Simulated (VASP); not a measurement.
Set up this calculation in VASP 6.6.1, as the native input.

* Task: single point
* Functional: LDA
* Potentials or basis: VASP PAW LDA potentials, release 64 (Ag)
* Cutoff: 520 eV
* k mesh: 16 × 16 × 15
* Occupations: fermi-dirac, width 0.1 eV
* Spin: no spin polarisation
* Dipole correction: no
* Further INCAR settings: ALGO = Normal; EDIFF = 1e-06; NBANDS = 12

The structure of Ag lies in POSCAR:

```
Ag
1.0
    2.7232434597      0.0000000000      0.0000000000
   -1.3616217298      2.3583980168      0.0000000000
    0.0000000000      0.0000000000      2.6539491923
Ag
1
Direct
    0.0000000000      0.0000000000      0.0000000000
```

One way to write it, as run:

INCAR

```
SYSTEM = Ag
ALGO = Normal
EDIFF = 1E-6
ENCUT = 520
GGA = CA
ISIF = 2
ISMEAR = -1
LASPH = .True.
LCHARG = .True.
LELF = .True.
LREAL = .False.
LVHAR = .True.
LWAVE = .False.
NBANDS = 12
NELM = 80
PREC = Accurate
SIGMA = 0.1
```

KPOINTS

```
k-points
0
Gamma
  16 16 15
  0 0 0
```

Potentials or basis: VASP PAW LDA potentials, release 64 (Ag).

The run is started by

```console
$ cat potpaw_LDA.64/Ag/POTCAR > POTCAR
$ mpirun -np 1 vasp_std > vasp.out
```

Results of the run:

| Property | Result |
| --- | --- |
| Pressure | 2.3 GPa |

Wall time 34 s on 1 thread of AMD EPYC 7R43 64-Core Processor (Zen 3) (shared host), peak memory 0.12 GiB.
